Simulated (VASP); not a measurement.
Input of a VASP 6.6.1 run:

File INCAR:

```
SYSTEM = Ti
PREC     = Accurate       ! precision mode
ENCUT    = 520            ! plane-wave cutoff, eV
EDIFF    = 1E-6           ! SCF threshold, eV
ISMEAR   = -1             ! smearing method
SIGMA    = 0.06122561905347299 ! smearing width, eV
LREAL    = .FALSE.        ! projectors in reciprocal space
LASPH    = .TRUE.         ! aspherical terms in the spheres
NELM     = 80             ! most SCF steps
ALGO     = Normal         ! electronic algorithm
ISIF     = 2              ! what is computed and relaxed
LWAVE    = .FALSE.        ! write WAVECAR
LCHARG   = .FALSE.        ! write CHGCAR
GGA      = PE             ! functional
NBANDS   = 12             ! bands
```

The input KPOINTS:

```
Automatic mesh
0
G
  41 41 41
  0 0 0
```

The input POSCAR:

```
Ti
1.0
    2.6043966635      0.0000000000      0.0000000000
    0.0000000000      2.6043966635      0.0000000000
    0.0000000000      0.0000000000      2.6043966635
Ti
1
Direct
    0.0000000000      0.0000000000      0.0000000000
```

Potentials or basis: VASP PAW PBE potentials, release 64 (Ti_sv).

Command:

```bash
$ cat potpaw_PBE.64/Ti_sv/POTCAR > POTCAR
$ mpirun -np 1 vasp_std > vasp.out
```

What does it give for the pressure?

3.4 GPa.

Predict the band gap on the k mesh.

zero (bands 6 and 7 overlap by 2.30 eV).

Caveat: the cell stands under pressure.
